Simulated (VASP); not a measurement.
## MgO: relaxation of cell and atoms with LDA

The system is MgO.

```
Mg O
1.0
     0.00000    2.07959    2.07959
     2.07959    0.00000    2.07959
     2.07959    2.07959    0.00000
Mg O
1 1
Cartesian
  0.0000 0.0000 0.0000
  2.0796 2.0796 2.0796
```

```yaml
Program: VASP 6.6.1
Task: relaxation of cell and atoms
Functional: LDA
Potentials_or_basis: VASP PAW LDA potentials, release 64 (Mg, O)
Cutoff: 600 eV
k_mesh: 10 × 10 × 10
Occupations: gaussian, width 0.01 eV
Spin: no spin polarisation
Target_pressure: 15 GPa
Dipole_correction: no
Further_INCAR_settings: ALGO = Normal; EDIFF = 1e-06; IBRION = 2; EDIFFG = -0.002; NSW = 100; ISIF = 3
```

The relaxed volume is 8.27 Å³/atom, the relaxed cell is a = 2.860 Å, b = 2.860 Å, c = 2.860 Å, α = 60.00°, β = 60.00°, γ = 60.00° and the space group after relaxing (to 0.05 Å) is Fm-3m (No. 225). The energy change on relaxing (the enthalpy is what falls) is +26.6 meV/atom. The ionic steps are 6, the pressure after relaxing is 15.0 GPa and the band gap on the k mesh is 5.94 eV, direct.

The path:
```
step  energy change (eV)  largest force (eV/Å)  pressure (GPa)  volume (Å³)
   1              0.0000                0.0000           -1.93        17.99
   2              0.1819                0.0000           30.41        15.63
   3              0.0526                0.0000           14.91        16.56
   4              0.0553                0.0000           15.29        16.53
   5              0.0521                0.0000           14.83        16.56
   6              0.0533                0.0000           15.01        16.55
```

Final structure:
```
CELL_PARAMETERS angstrom
0.00000 2.02258 2.02258
2.02258 0.00000 2.02258
2.02258 2.02258 0.00000
ATOMIC_POSITIONS crystal
Mg 0.00000 0.00000 0.00000
O 0.50000 0.50000 0.50000
```

Levels at points of the mesh, in eV from the valence-band top:
| k point | band 1 | band 2 | band 3 | band 4 | band 5 | band 6 | band 7 | band 8 |
| --- | --- | --- | --- | --- | --- | --- | --- | --- |
| (0.00, 0.00, 0.00) | -17.68 | 0.00 | 0.00 | 0.00 | 5.94 | 16.18 | 16.18 | 16.18 |
| (0.50, 0.00, 0.00) | -15.99 | -5.27 | -0.82 | -0.82 | 8.52 | 13.80 | 17.27 | 17.27 |
| (0.50, 0.50, 0.00) | -15.68 | -4.68 | -1.55 | -1.55 | 8.98 | 11.08 | 14.22 | 20.54 |

Run time: 12 s on 1 thread of AMD EPYC 9R45 96-Core Processor (Zen 5), with other jobs on the host, peak memory 0.11 GiB.

Caveat: the cell is relaxed towards a set pressure, so the enthalpy falls and the energy may rise. Zero-point motion and thermal expansion aren't in these numbers.
